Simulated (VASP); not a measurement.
# PbO: relaxation of cell and atoms with r2SCAN

PbO:

```
CELL_PARAMETERS angstrom
4.30442 0.00000 0.00000
-2.15221 3.72773 0.00000
0.00000 0.00000 5.33305
ATOMIC_POSITIONS crystal
Pb 0.33333 0.66667 0.25000
Pb 0.66667 0.33333 0.75000
O 0.66667 0.33333 0.25000
O 0.33333 0.66667 0.75000
```

| Quantity | Value |
| --- | --- |
| Program | VASP 6.6.1 |
| Task | relaxation of cell and atoms |
| Functional | r2SCAN |
| Potentials or basis | VASP PAW PBE potentials, release 64 (Pb_d, O) |
| Cutoff | 600 eV |
| k mesh | 6 × 6 × 4 |
| Occupations | fermi-dirac, width 0.02 eV |
| Spin | no spin polarisation |
| Dipole correction | no |
| Further INCAR settings | ALGO = Normal; EDIFF = 1e-06; IBRION = 2; EDIFFG = -0.005; NSW = 80; ISIF = 3 |

```json
{
 "Relaxed volume": "20.78 Å³/atom",
 "Relaxed cell": "a = 4.264 Å, b = 4.264 Å, c = 5.278 Å, α = 90.00°, β = 90.00°, γ = 120.00°",
 "Space group after relaxing (to 0.1 Å)": "P6_3/mmc (No. 194)",
 "Energy gained by relaxing": "4.3 meV/atom",
 "Ionic steps": "4",
 "Pressure after relaxing": "0.0 GPa",
 "Band gap on the k mesh": "1.58 eV"
}
```

The path:
```
step  energy change (eV)  largest force (eV/Å)  pressure (GPa)  volume (Å³)
   1              0.0000                0.0000           -2.18        85.57
   2             -0.0134                0.0000            1.10        82.02
   3             -0.0171                0.0000            0.00        83.12
   4             -0.0172                0.0000            0.00        83.12
```

Final structure:
```
CELL_PARAMETERS angstrom
4.26419 0.00000 0.00000
-2.13210 3.69290 0.00000
0.00000 0.00000 5.27815
ATOMIC_POSITIONS crystal
Pb 0.33333 0.66667 0.25000
Pb 0.66667 0.33333 0.75000
O 0.66667 0.33333 0.25000
O 0.33333 0.66667 0.75000
```

Levels at points of the mesh, in eV from the valence-band top:
```csv
k point,band 16,band 17,band 18,band 19,band 20,band 21,band 22,band 23,band 24
"(0.00, 0.00, 0.00)",-3.49,-3.49,-2.67,-2.65,-2.65,4.15,4.42,4.42,5.15
"(0.50, 0.00, 0.00)",-4.28,-3.40,-3.09,-1.81,-1.34,1.96,4.21,4.80,5.03
"(0.00, 0.00, 0.50)",-3.02,-3.02,-3.02,-1.58,-1.58,3.52,3.52,4.41,4.41
"(0.50, 0.00, 0.50)",-3.69,-2.74,-2.74,-0.71,-0.71,1.58,1.58,4.51,4.51
```

Run time: 5.2 min on 1 thread of Intel(R) Xeon(R) Platinum 8488C (Sapphire Rapids), on a shared host, peak memory 0.29 GiB.

Caveat: the PAW data sets were made with another functional, which shifts forces and pressure a little; spin-orbit coupling is left out, which moves the levels of the heavy elements. A k mesh can miss the band edges.
